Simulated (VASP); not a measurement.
A run of VASP 6.6.1 is set up as follows.

INCAR

```
  PREC = Accurate
  ENCUT = 500
  EDIFF = 1E-7
  ISMEAR = -1
  SIGMA = 0.01
  LREAL = F
  LASPH = T
  NELM = 120
  ALGO = Normal
  ISIF = 3
  LWAVE = F
  LCHARG = F
  IBRION = 2
  NSW = 80
  EDIFFG = -0.002
  PSTRESS = 90.0
  GGA_COMPAT = F
  NELMIN = 4
```

KPOINTS

```
Automatic mesh
0
Gamma
  16 16 8
```

File POSCAR:

```
TiSe2
1.0
    3.5400000000      0.0000000000      0.0000000000
   -1.7700000000      3.0657299294      0.0000000000
    0.0000000000      0.0000000000      6.0080000000
Ti Se
1 2
Direct
    0.0000000000      0.0000000000      0.0000000000
    0.3333333333      0.6666666667      0.2550000000
    0.6666666667      0.3333333333     -0.2550000000
```

Potentials or basis: VASP PAW LDA potentials, release 64 (Ti_sv, Se).

Run with:

```bash
$ cat potpaw_LDA.64/Ti_sv/POTCAR potpaw_LDA.64/Se/POTCAR > POTCAR
$ mpirun -np 1 vasp_std > vasp.out
```

Task: Predict the relaxed cell.

Result: a = 3.318 Å, b = 3.318 Å, c = 5.512 Å, α = 90.00°, β = 90.00°, γ = 120.00°.

Task: What does it give for the space group after relaxing (to 0.05 Å)?

Result: P-3m1 (No. 164).

Final structure:
```yaml
crystal:
  lattice:
    - [3.31774, 0.00000, 0.00000]
    - [-1.65887, 2.87325, 0.00000]
    - [0.00000, 0.00000, 5.51174]
  atoms:
    - { symbol: Ti, position: [0.00000, 0.00000, 0.00000] }
    - { symbol: Se, position: [0.33333, 0.66667, 0.28257] }
    - { symbol: Se, position: [0.66667, 0.33333, 0.71743] }
```
